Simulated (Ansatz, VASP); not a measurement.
**KYMg6 in VASP and in Ansatz**

File INCAR:

```
PREC = Accurate
ENCUT = 520
EDIFF = 1E-7
ISMEAR = -1
SIGMA = 0.05
LREAL = F
LASPH = T
NELM = 80
ALGO = Fast
ISIF = 2
LWAVE = F
LCHARG = F
GGA = PE
NBANDS = 26
```

File KPOINTS:

```
Automatic mesh
0
Gamma
  5 5 5
```

Contents of POSCAR:

```
KYMg6
1.0
    5.4697507655      0.0000000000      0.0000000000
    0.0000000000      3.5306553575      5.9567932081
    0.0000000000     -3.5306553575      5.9567932081
Y K Mg
1 1 6
Direct
    0.0000000000      0.8468330000      0.8468330000
    0.5000000000      0.6496090000      0.6496090000
    0.5000000000      0.1664510000      0.1664510000
    0.5000000000      0.6682610000      0.1534430000
    0.5000000000      0.1534430000      0.6682610000
    0.0000000000      0.3440530000      0.3440530000
    0.0000000000      0.8509780000      0.3203700000
    0.0000000000      0.3203700000      0.8509780000
```

Contents of input.yaml:

```yaml
crystal:
  lattice:
    - [5.4697507655, 0.0, 0.0]
    - [0.0, 3.5306553575, 5.9567932081]
    - [0.0, -3.5306553575, 5.9567932081]
  atoms:
    - { symbol: "Y", position: [0.0, 0.846833, 0.846833] }
    - { symbol: K, position: [0.5, 0.649609, 0.649609] }
    - { symbol: Mg, position: [0.5, 0.166451, 0.166451] }
    - { symbol: Mg, position: [0.5, 0.668261, 0.153443] }
    - { symbol: Mg, position: [0.5, 0.153443, 0.668261] }
    - { symbol: Mg, position: [0.0, 0.344053, 0.344053] }
    - { symbol: Mg, position: [0.0, 0.850978, 0.32037] }
    - { symbol: Mg, position: [0.0, 0.32037, 0.850978] }
hamiltonian:
  xc: pbe
  pseudopotentials: { kind: paw }
kpoints:
  mp_grid: { grid: [5, 5, 5] }
scf:
  occupations: { method: fermi_dirac, width: 0.05 }
output:
  forces: true
  stress: true
  eigenvalues: true
```

Alike in both runs: task single point; functional PBE; k mesh 5 × 5 × 5; occupations fermi-dirac, width 0.05 eV; no spin polarisation.

|  | VASP | Ansatz |
| --- | --- | --- |
| version | VASP 6.6.1 | Ansatz 0.2.0 |
| potentials or method | VASP PAW PBE potentials, release 64 (Y_sv, K_sv, Mg) | Ansatz PAW |
| plane-wave cutoff (eV) | 520 | 420 |
| valence electrons in the cell | 32 | 80 |

|  | VASP | Ansatz | Ansatz less VASP |
| --- | --- | --- | --- |
| gap on the k mesh at the Fermi level (eV) | none | none | - |
| pressure (GPa) | -1.1 | -1.0 | +0.06 |
| traceless stress, the component that is largest in VASP (GPa) | -0.16 | -0.16 | 0.000 |
| rms of the force components (eV/Å) | 0.032 | 0.032 | -0.0005 |

Atom by atom the forces differ by 0.001 eV/Å (rms over components). A gap of «none» marks a metal or a gap that the smearing closes. VASP's potentials hold 32 valence electrons a cell and Ansatz's 80, so a difference there can come from the potentials and not from the codes.
